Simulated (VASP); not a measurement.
Wanted: the native input for a VASP 6.6.1 run.

```yaml
Task: single point
Functional: PBE
Potentials_or_basis: VASP PAW PBE potentials, release 64 (Sn_d, Te, W_sv)
Cutoff: 520 eV
k_mesh: 6 × 6 × 2
Occupations: gaussian, width 0.1 eV
Spin: no spin polarisation
Dipole_correction: no
Further_INCAR_settings: ALGO = Normal; EDIFF = 1e-06; NBANDS = 39
```

The structure of Sn3TeW lies in POSCAR:

```
Sn3TeW
1.0
    5.9833390389     -0.0000000040      0.0000000000
   -2.9916695160      5.1817236092      0.0000000000
    0.0000000000      0.0000000000      5.2640335148
Sn Te W
3 1 1
Direct
    0.5000000000      0.0000000000      0.5000000000
    0.0000000000      0.5000000000      0.5000000000
    0.5000000000      0.5000000000      0.5000000000
    0.0000000000      0.0000000000      0.0000000000
    0.0000000000      0.0000000000      0.5000000000
```

The cell was built from a structure type or drawn by symmetry, and may not be a known phase.

The input as run:

INCAR

```
SYSTEM = Sn3TeW
  ALGO = Normal
  EDIFF = 1E-6
  ENCUT = 520
  GGA = PE
  ISIF = 2
  ISMEAR = 0
  LASPH = .True.
  LCHARG = .True.
  LELF = .True.
  LREAL = .False.
  LVHAR = .True.
  LWAVE = .False.
  NBANDS = 39
  NELM = 80
  PREC = Accurate
  SIGMA = 0.1
```

KPOINTS

```
k-points
0
Gamma
  6 6 2
  0 0 0
```

Potentials or basis: VASP PAW PBE potentials, release 64 (Sn_d, Te, W_sv).

Launch:

```bash
$ cat potpaw_PBE.64/Sn_d/POTCAR potpaw_PBE.64/Te/POTCAR potpaw_PBE.64/W_sv/POTCAR > POTCAR
$ mpirun -np 1 vasp_std > vasp.out
```

Results of the run:

| Property | Result |
| --- | --- |
| Pressure | 0.1 GPa |
| Band gap on the k mesh | zero (bands 31 and 32 overlap by 0.99 eV) |

Caveat: the k points lie up to 0.60 Å⁻¹ apart, too coarse for converged energies and pressures of a metal; spin-orbit coupling is left out, which moves the levels of the heavy elements.

It took 3 min on 1 thread of Intel Xeon 8259CL, with other jobs on the host, peak memory 0.34 GiB.
